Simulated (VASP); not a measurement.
The system is KCl.

```
K Cl
1.0
     3.95851    0.00000    0.00000
     0.00000    3.95851    0.00000
     0.00000    0.00000    3.95851
K Cl
1 1
Cartesian
  0.0000 0.0000 0.0000
  1.9793 1.9793 1.9793
```

* Program: VASP 6.6.1
* Task: relaxation of cell and atoms
* Functional: PBEsol
* Potentials or basis: VASP PAW PBE potentials, release 64 (K_sv, Cl)
* Cutoff: 600 eV
* k mesh: 6 × 6 × 6
* Occupations: fermi-dirac, width 0.03 eV
* Spin: no spin polarisation

At the start: pressure -2.4 GPa; volume 31.01 Å³/atom.

Q: How do energy, volume and symmetry change on relaxing?

A: Over 5 steps the energy falls by 42.8 meV/atom and the volume is 26.25 Å³/atom (-15.4 %); space group Pm-3m (No. 221, to 0.05 Å).

The path:
```tsv
step	energy change (eV)	largest force (eV/Å)	pressure (GPa)	volume (Å³)
1	0.0000	0.0000	-2.43	62.03
2	-0.0539	0.0000	-1.69	57.90
3	-0.0847	0.0000	-0.33	53.30
4	-0.0856	0.0000	0.06	52.31
5	-0.0856	0.0000	-0.02	52.49
```

Final structure:
```yaml
crystal:
  lattice:
    - [3.74430, 0.00000, 0.00000]
    - [0.00000, 3.74430, 0.00000]
    - [0.00000, 0.00000, 3.74430]
  atoms:
    - { symbol: K, position: [0.00000, 0.00000, 0.00000] }
    - { symbol: Cl, position: [0.50000, 0.50000, 0.50000] }
```

Caveat: the volume moved by over 15 % at a fixed basis, so the end points are rough; the PAW data sets were made with another functional, which shifts forces and pressure a little.
